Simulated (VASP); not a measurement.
A run of VASP 6.6.1 is set up as follows.

Contents of INCAR:

```
SYSTEM = Ho2O
PREC     = Accurate       ! precision mode
ENCUT    = 600            ! plane-wave cutoff, eV
EDIFF    = 1E-6           ! SCF threshold, eV
ISMEAR   = 0              ! smearing method
SIGMA    = 0.2            ! smearing width, eV
LREAL    = .False.        ! projectors in reciprocal space
LASPH    = .True.         ! aspherical terms in the spheres
NELM     = 200            ! most SCF steps
ALGO     = Normal         ! electronic algorithm
ISIF     = 2              ! what is computed and relaxed
LWAVE    = .False.        ! write WAVECAR
LCHARG   = .False.        ! write CHGCAR
GGA      = PE             ! functional
NBANDS   = 19             ! bands
GGA_COMPAT= .False.      
LMAXMIX  = 6              ! l up to which the mixer works
```

File KPOINTS:

```
Automatic mesh
0
Gamma
  5 5 5
  0 0 0
```

The input POSCAR:

```
Ho2O
1.0
    3.4988987383      0.0000000000      0.0000000000
   -1.7494493691      3.0301351926      0.0000000000
    0.0000000000      0.0000000000      5.6329176154
Ho O
2 1
Direct
    0.3333333333      0.6666666667      0.7636117467
    0.6666666667      0.3333333333      0.2363882533
    0.0000000000      0.0000000000      0.0000000000
```

Potentials or basis: VASP PAW PBE potentials, release 64 (Ho_3, O), 4f in core.

Run with:

```bash
$ cat potpaw_PBE.64/Ho_3/POTCAR potpaw_PBE.64/O/POTCAR > POTCAR
$ mpirun -np 1 vasp_std > vasp.out
```

**Question.** Estimate the largest force.

**Answer.** 0.061 eV/Å.

**Question.** Estimate the band gap on the k mesh.

**Answer.** Zero (bands 12 and 13 overlap by 0.75 eV).

**Question.** Predict the pressure.

**Answer.** 1.0 GPa.

Stress tensor (GPa, compression positive):
```
0.99 0.00 0.00
0.00 0.99 0.00
0.00 0.00 0.89
```

Caveat: the k points lie up to 0.41 Å⁻¹ apart, too coarse for converged energies and pressures of a metal; spin-orbit coupling is left out, which moves the levels of the heavy elements; the 4f electrons are frozen in the core, so they carry no moment and show no levels; the run has no spin polarisation, though such a crystal can be magnetic. Spin polarisation is off, so any magnetic state and its effect on volume and gap are missing.
